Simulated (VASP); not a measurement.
Here is a VASP 6.6.1 calculation.

File INCAR:

```
SYSTEM = BiMo
  PREC = Accurate
  ENCUT = 520
  EDIFF = 1E-7
  ISMEAR = 0
  SIGMA = 0.05
  LREAL = .False.
  LASPH = .True.
  NELM = 60
  ALGO = Normal
  ISIF = 2
  LWAVE = .False.
  LCHARG = .False.
  GGA = PS
  NBANDS = 22
```

File KPOINTS:

```
regular mesh
0
Gamma
  10 10 10
  0 0 0
```

Contents of POSCAR:

```
BiMo
1.0
    0.0000000000      3.0679766292      3.0679766292
    3.0679766292      0.0000000000      3.0679766292
    3.0679766292      3.0679766292      0.0000000000
Mo Bi
1 1
Direct
    0.0000000000      0.0000000000      0.0000000000
    0.2500000000      0.2500000000      0.2500000000
```

Potentials or basis: VASP PAW PBE potentials, release 64 (Mo_sv, Bi_d).

The run is started by

```bash
$ cat potpaw_PBE.64/Mo_sv/POTCAR potpaw_PBE.64/Bi_d/POTCAR > POTCAR
$ mpirun -np 1 vasp_std > vasp.out
```

Task: What does it give for the band gap on the k mesh?

Result: Zero (an odd number of electrons rules out a gap without spin polarisation).

Task: Estimate the pressure.

Result: 3.4 GPa.

Caveat: the cell stands under pressure; the PAW data sets were made with another functional, which shifts forces and pressure a little; spin-orbit coupling is left out, which moves the levels of the heavy elements.
